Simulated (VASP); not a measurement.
# RbBr (Fm-3m) in VASP: a series of runs

The runs below take RbBr through single point, with PBE-based screened hybrid, PBE-based global hybrid, HSE06.

Program: VASP 6.6.1. These are calculated values, not measurements. Logs are shortened: lines on timing, memory, paths and dates and some standing lists are left out, and cuts for length are marked.

**1. The cell of the first run**

The structure is cubic, space group Fm-3m (No. 225). The conventional cell has a = 6.922 Å, b = 6.922 Å, c = 6.922 Å, α = 90.00°, β = 90.00°, γ = 90.00°. Rb (site symmetry m-3m) has 6 Br at 3.46 Å within 4.5 Å. Br (site symmetry m-3m) has 6 Rb at 3.46 Å within 4.5 Å.

**2. Single point, PBE-based screened hybrid**

Contents of POSCAR:

```
RbBr
1.0
    0.0000000000      3.4608260448      3.4608260448
    3.4608260448      0.0000000000      3.4608260448
    3.4608260448      3.4608260448      0.0000000000
Rb Br
1 1
Direct
    0.0000000000      0.0000000000      0.0000000000
    0.5000000000      0.5000000000      0.5000000000
```

Contents of INCAR.step1:

```
SYSTEM = RbBr
  PREC = Accurate
  ENCUT = 520
  EDIFF = 1E-5
  ISMEAR = 0
  SIGMA = 0.01
  LREAL = .False.
  LASPH = .True.
  NELM = 80
  ALGO = Normal
  ISIF = 2
  LWAVE = .True.
  GGA = PE
  NBANDS = 15
```

Contents of INCAR.step2:

```
SYSTEM = RbBr
  PREC = Accurate
  ENCUT = 520
  EDIFF = 1E-6
  ISMEAR = 0
  SIGMA = 0.01
  LREAL = .False.
  LASPH = .True.
  NELM = 80
  ALGO = Normal
  ISIF = 2
  LWAVE = .False.
  LCHARG = .True.
  GGA = PE
  LHFCALC = .True.
  AEXX = 0.05
  HFSCREEN = 0.1
  PRECFOCK = Normal
  LELF = .True.
  LVHAR = .True.
  ISTART = 1
  NBANDS = 15
```

Contents of KPOINTS:

```
Automatic mesh
0
Gamma
  4 4 4
  0 0 0
```

Potentials or basis: VASP PAW PBE potentials, release 64 (Rb_sv, Br).

The run is started by

```
> cat potpaw_PBE.64/Rb_sv/POTCAR potpaw_PBE.64/Br/POTCAR > POTCAR
> cp INCAR.step1 INCAR
> mpirun -np 1 vasp_std > vasp.out
> cp INCAR.step2 INCAR
> mpirun -np 1 vasp_std > vasp.out
```

OUTCAR:

```text
SYSTEM = RbBr
   PREC = Accurate
   ENCUT = 520
   EDIFF = 1E-6
   ISMEAR = 0
   LREAL = .False.
   LASPH = .True.
   NELM = 80
   ISIF = 2
   GGA = PE
   LHFCALC = .True.
   AEXX = 0.05
   HFSCREEN = 0.1
   PRECFOCK = Normal
   ISTART = 1

 ion  position               nearest neighbor table
   1  0.000  0.000  0.000-   2 3.46   2 3.46   2 3.46   2 3.46   2 3.46   2 3.46
   2  0.500  0.500  0.500-   1 3.46   1 3.46   1 3.46   1 3.46   1 3.46   1 3.46

  LATTYP: Found a face centered cubic cell.
 ALAT       =     6.9216520896

  Lattice vectors:

 A1 = (   0.0000000000,   3.4608260448,   3.4608260448)
 A2 = (   3.4608260448,   0.0000000000,   3.4608260448)
 A3 = (   3.4608260448,   3.4608260448,   0.0000000000)

Analysis of symmetry for initial positions (statically):
=====================================================================
 Subroutine PRICEL returns:
 Original cell was already a primitive cell.

 Routine SETGRP: Setting up the symmetry group for a
 face centered cubic supercell.

 Subroutine GETGRP returns: Found 48 space group operations
 (whereof 48 operations were pure point group operations)
 out of a pool of 48 trial point group operations.

The static configuration has the point symmetry O_h .

Analysis of symmetry for dynamics (positions and initial velocities):
=====================================================================
 Subroutine PRICEL returns:
 Original cell was already a primitive cell.

 Routine SETGRP: Setting up the symmetry group for a
 face centered cubic supercell.

 Subroutine GETGRP returns: Found 48 space group operations
 (whereof 48 operations were pure point group operations)
 out of a pool of 48 trial point group operations.

The dynamic configuration has the point symmetry O_h .

 Subroutine INISYM returns: Found 48 space group operations
 (whereof 48 operations are pure point group operations),
 and found     1 'primitive' translations

----------------------------------------------------------------------------------------

                                     Primitive cell

  volume of cell :      82.9028

  direct lattice vectors                    reciprocal lattice vectors
     0.000000000  3.460826045  3.460826045    -0.144474179  0.144474179  0.144474179
     3.460826045  0.000000000  3.460826045     0.144474179 -0.144474179  0.144474179
     3.460826045  3.460826045  0.000000000     0.144474179  0.144474179 -0.144474179

  length of vectors
     4.894347130  4.894347130  4.894347130     0.250236618  0.250236618  0.250236618

  position of ions in fractional coordinates (direct lattice)
     0.000000000  0.000000000  0.000000000
     0.500000000  0.500000000  0.500000000

  ion indices of the primitive-cell ions
   primitive index   ion index
                 1           1
                 2           2

----------------------------------------------------------------------------------------

 KPOINTS: Automatic mesh

Automatic generation of k-mesh.
 Grid dimensions read from file:
 generate k-points for:    4    4    4

 Generating k-lattice:

  Cartesian coordinates                     Fractional coordinates (reciprocal lattice)
    -0.036118545  0.036118545  0.036118545     0.250000000  0.000000000  0.000000000
     0.036118545 -0.036118545  0.036118545     0.000000000  0.250000000  0.000000000
     0.036118545  0.036118545 -0.036118545     0.000000000  0.000000000  0.250000000

  Length of vectors
     0.062559154  0.062559154  0.062559154

  Shift w.r.t. Gamma in fractional coordinates (k-lattice)
     0.000000000  0.000000000  0.000000000

 Subroutine IBZKPT returns following result:
 ===========================================

 Found      8 irreducible k-points:

 Following reciprocal coordinates:
            Coordinates               Weight
  0.000000  0.000000  0.000000      1.000000
  0.250000  0.000000  0.000000      8.000000
  0.500000  0.000000  0.000000      4.000000
  0.250000  0.250000  0.000000      6.000000
  0.500000  0.250000  0.000000     24.000000
 -0.250000  0.250000  0.000000     12.000000
  0.500000  0.500000  0.000000      3.000000
 -0.250000  0.500000  0.250000      6.000000
   k-points           NKPTS =      8   k-points in BZ     NKDIM =     64   number of bands    NBANDS=     15
   number of dos      NEDOS =    301   number of ions     NIONS =      2
   total plane-waves  NPLWV =  46656
   dimension x,y,z NGX =    36 NGY =   36 NGZ =   36
   dimension x,y,z NGXF=    72 NGYF=   72 NGZF=   72
   ions per type =               1   1
   NGX,Y,Z   is equivalent  to a cutoff of  12.23, 12.23, 12.23 a.u.
   NGXF,Y,Z  is equivalent  to a cutoff of  24.46, 24.46, 24.46 a.u.
 SYSTEM =  RbBr
   PREC   = accura    normal or accurate (medium, high low for compatibility)
   ISTART =      1    job   : 0-new  1-cont  2-samecut
   ICHARG =      0    charge: 1-file 2-atom 10-const
   ISPIN  =      1    spin polarized calculation?
   LNONCOLLINEAR =      F non collinear calculations
   LSORBIT =      F    spin-orbit coupling
   LASPH  =      T    aspherical Exc in radial PAW
   ENCUT  =  520.0 eV  38.22 Ry    6.18 a.u.   9.10  9.10  9.10*2*pi/ulx,y,z
   NELM   =     80;   NELMIN=  2; NELMDL=  0     # of ELM steps
   EDIFF  = 0.1E-05   stopping-criterion for ELM
   LREAL  =      F    real-space projection
   EDIFFG = 0.1E-04   stopping-criterion for IOM
   NSW    =      0    number of steps for IOM
   IBRION =     -1    ionic relax: 0-MD 1-quasi-New 2-CG
   NFREE  =      0    steps in history (QN), initial steepest desc. (CG)
   ISIF   =      2    stress and relaxation
   ISYM   =      3    0-nonsym 1-usesym 2-fastsym
   POTIM  = 0.5000    time-step for ionic-motion
   TEBEG  =    0.0;   TEEND  =   0.0 temperature during run
   PSTRESS=    0.0 pullay stress
   NELECT =      16.0000    total number of electrons
   NUPDOWN=      -1.0000    fix difference up-down
   EMIN   =  10.00;   EMAX   =-10.00  energy-range for DOS
   EFERMI =   0.00;   METHOD = LEGACY
   ISMEAR =     0;   SIGMA  =   0.01  broadening in eV -4-tet -1-fermi 0-gaus
   EFERMI_NEDOS =   21; number of points for ismear=-14 and -15
   IALGO  =     38    algorithm
   IMIX   =      1    mixing-type and parameters
     AMIX     =   0.40;   BMIX     =  1.00
     AMIX_MAG =   1.60;   BMIX_MAG =  1.00
  volume/ion in A,a.u.               =      41.45       279.73
  Fermi-wavevector in a.u.,A,eV,Ry     =   0.946074  1.787820 12.177974  0.895056
  Thomas-Fermi vector in A             =   2.074037
   LORBIT       =      0    0 simple, 1 ext, 2 COOP (PROOUT), +10 PAW based schemes
   GGA     = PE    functional components
   LHFCALC =     T    Hartree Fock is set to
   PRECFOCK=normal    Normal, Fast or Accurate (Low or Medium for compatibility)
   ENCUT4O =  -1.0   cutoff for four orbital integrals eV
   NKREDX  =     1    reduce k-point grid by
   NKREDY  =     1    reduce k-point grid by
   NKREDZ  =     1    reduce k-point grid by
   AEXX    =    0.0500 exact exchange contribution
   HFSCREEN=    0.1000 screening length (either q_TF or 0.3 A-1)
   HFSCREENC=   0.1000 screening length for correlation (either q_TF or 0.3 A-1)
   ENCUTFOCK=  -1.0 apply spherical cutoff to Coloumb kernel
   IVDW    =     0    specifies the selected vdW correction
   LEPSILON=     F    determine dielectric tensor
   LRPA    =     F    only Hartree local field effects (RPA)
 non-spin polarized calculation
 Gauss-broadening in eV      SIGMA  =   0.01
  energy-cutoff  :      520.00
  volume of cell :       82.90
 maximum number of plane-waves:      2252
  NGX = 28; NGY = 28; NGZ = 28

 number of electron      15.9999997 magnetization

 Free energy of the ion-electron system (eV)
  ---------------------------------------------------
  ext. energy  EPLUGINS =         0.00000000
  ---------------------------------------------------
  free energy    TOTEN  =        -6.34625491 eV

  energy without entropy =       -6.34625491  energy(sigma->0) =       -6.34625491

 E-fermi :  -1.9805     XC(G=0):  -6.8541

 val. band max:       -2.0737561227   @ k =   0.0000   0.0000   0.0000
 cond. band min:       2.5104113461   @ k =   0.0000   0.0000   0.0000
 fundamental gap:      4.5841674688
 Fermi energy:        -1.9804634645

 k-point     1 :       0.0000    0.0000    0.0000
  band No.  band energies     occupation
      1     -26.8937      2.00000
      2     -14.4373      2.00000
      3     -10.7324      2.00000
      4     -10.7324      2.00000
      5     -10.7324      2.00000
      6      -2.0738      2.00000
      7      -2.0738      2.00000
      8      -2.0738      2.00000
      9       2.5104      0.00000
     10       5.5213      0.00000
     11       5.5213      0.00000
     12       5.5213      0.00000
     13       6.4072      0.00000
     14       6.4072      0.00000
     15       9.1380      0.00000

 k-point     2 :       0.2500    0.0000    0.0000
  band No.  band energies     occupation
      1     -26.8896      2.00000
      2     -14.4551      2.00000
      3     -10.7358      2.00000
      4     -10.7358      2.00000
      5     -10.7112      2.00000
      6      -2.6094      2.00000
      7      -2.2474      2.00000
      8      -2.2474      2.00000
      9       3.7518      0.00000
     10       5.3629      0.00000
     11       6.2304      0.00000
     12       6.2304      0.00000
     13       7.2453      0.00000
     14       7.2453      0.00000
     15      10.5182      0.00000

 k-point     3 :       0.5000    0.0000    0.0000
  band No.  band energies     occupation
      1     -26.8855      2.00000
      2     -14.4727      2.00000
      3     -10.7392      2.00000
      4     -10.7392      2.00000
      5     -10.6903      2.00000
      6      -3.0243      2.00000
      7      -2.4079      2.00000
      8      -2.4079      2.00000
      9       4.9594      0.00000
     10       5.8621      0.00000
     11       7.6842      0.00000
     12       7.6842      0.00000
     13       8.3241      0.00000
     14       8.3241      0.00000
     15       8.9911      0.00000

 k-point     4 :       0.2500    0.2500    0.0000
  band No.  band energies     occupation
      1     -26.8883      2.00000
      2     -14.4369      2.00000
      3     -10.7647      2.00000
      4     -10.7647      2.00000
      5     -10.7315      2.00000
      6      -2.6530      2.00000
      7      -2.1718      2.00000
      8      -2.1718      2.00000
      9       3.8522      0.00000
     10       4.4898      0.00000
     11       6.8515      0.00000
     12       6.9653      0.00000
     13       6.9653      0.00000
     14       7.7511      0.00000
     15      10.0901      0.00000

 k-point     5 :       0.5000    0.2500    0.0000
  band No.  band energies     occupation
      1     -26.8843      2.00000
      2     -14.4299      2.00000
      3     -10.8125      2.00000
      4     -10.7686      2.00000
      5     -10.7503      2.00000
      6      -2.7167      2.00000
      7      -2.4132      2.00000
      8      -2.3216      2.00000
      9       4.6739      0.00000
     10       5.4530      0.00000
     11       7.1320      0.00000
     12       7.4899      0.00000
     13       7.8703      0.00000
     14       8.3090      0.00000
     15       9.0293      0.00000

 k-point     6 :      -0.2500    0.2500    0.0000
  band No.  band energies     occupation
      1     -26.8856      2.00000
      2     -14.4484      2.00000
      3     -10.8057      2.00000
      4     -10.7397      2.00000
      5     -10.7069      2.00000
      6      -2.8184      2.00000
      7      -2.3930      2.00000
      8      -2.3192      2.00000
      9       4.8742      0.00000
     10       5.3712      0.00000
     11       6.8575      0.00000
     12       6.9398      0.00000
     13       7.5968      0.00000
     14       8.8206      0.00000
     15       9.0978      0.00000

 k-point     7 :       0.5000    0.5000    0.0000
  band No.  band energies     occupation
      1     -26.8832      2.00000
      2     -14.3857      2.00000
      3     -10.8969      2.00000
      4     -10.7975      2.00000
      5     -10.7975      2.00000
      6      -2.5482      2.00000
      7      -2.2344      2.00000
      8      -2.2344      2.00000
      9       3.8622      0.00000
     10       5.2724      0.00000
     11       7.2936      0.00000
     12       7.4334      0.00000
     13       7.6106      0.00000
     14       9.0237      0.00000
     15       9.0237      0.00000

 k-point     8 :      -0.2500    0.5000    0.2500
  band No.  band energies     occupation
      1     -26.8831      2.00000
      2     -14.4104      2.00000
      3     -10.8471      2.00000
      4     -10.8471      2.00000
      5     -10.7161      2.00000
      6      -2.5438      2.00000
      7      -2.4204      2.00000
      8      -2.4204      2.00000
      9       5.2871      0.00000
     10       5.2871      0.00000
     11       6.4045      0.00000
     12       6.7726      0.00000
     13       9.0650      0.00000
     14       9.0888      0.00000
     15       9.1332      0.00000

------------------------ aborting loop because EDIFF is reached ----------------------------------------

  FORCE on cell =-STRESS in cart. coord.  units (eV):
  Direction    XX          YY          ZZ          XY          YZ          ZX
  --------------------------------------------------------------------------------------
  -------------------------------------------------------------------------------------
  Total        0.2708682      0.2708682      0.2708682      0.0000000      0.0000000      0.0000000
  in kB        5.2347904      5.2347904      5.2347904      0.0000000      0.0000000      0.0000000
  external PRESSURE =       5.2347904 kB  Pullay stress =       0.0000000 kB

 VOLUME and BASIS-vectors are now :
 -----------------------------------------------------------------------------
  energy-cutoff  :      520.00
  volume of cell :       82.90
      direct lattice vectors                 reciprocal lattice vectors
     0.000000000  3.460826045  3.460826045    -0.144474179  0.144474179  0.144474179
     3.460826045  0.000000000  3.460826045     0.144474179 -0.144474179  0.144474179
     3.460826045  3.460826045  0.000000000     0.144474179  0.144474179 -0.144474179

 POSITION                                       TOTAL-FORCE (eV/Angst)
 -----------------------------------------------------------------------------------
      0.00000      0.00000      0.00000         0.000000     -0.000000     -0.000000
      3.46083      3.46083      3.46083        -0.000000      0.000000      0.000000
 -----------------------------------------------------------------------------------
    total drift:                               -0.000000     -0.000000     -0.000000

  FREE ENERGIE OF THE ION-ELECTRON SYSTEM (eV)
  ---------------------------------------------------
  free  energy   TOTEN  =        -6.3462549087 eV

  energy  without entropy=       -6.3462549087  energy(sigma->0) =       -6.34625491
```

Run time: 2.2 min. Hardware: 1 thread of Intel Xeon 6975P-C (Granite Rapids), shared host; peak memory 0.32 GiB.

Results:

| Quantity | Value |
| --- | --- |
| Free energy | -6.3463 eV |
| Pressure | 0.5 GPa |
| Band gap on the k mesh | 4.58 eV, direct |

Levels at points of the mesh, in eV from the valence-band top:
```
           k point  band 5  band 6  band 7  band 8  band 9  band 10  band 11  band 12
(0.00, 0.00, 0.00)   -8.66    0.00    0.00    0.00    4.58     7.60     7.60     7.60
(0.50, 0.00, 0.00)   -8.62   -0.95   -0.33   -0.33    7.03     7.94     9.76     9.76
(0.50, 0.50, 0.00)   -8.72   -0.47   -0.16   -0.16    5.94     7.35     9.37     9.51
```

Caveat: the PAW data sets were made with another functional, which shifts forces and pressure a little.

[end of part 1 of 2]
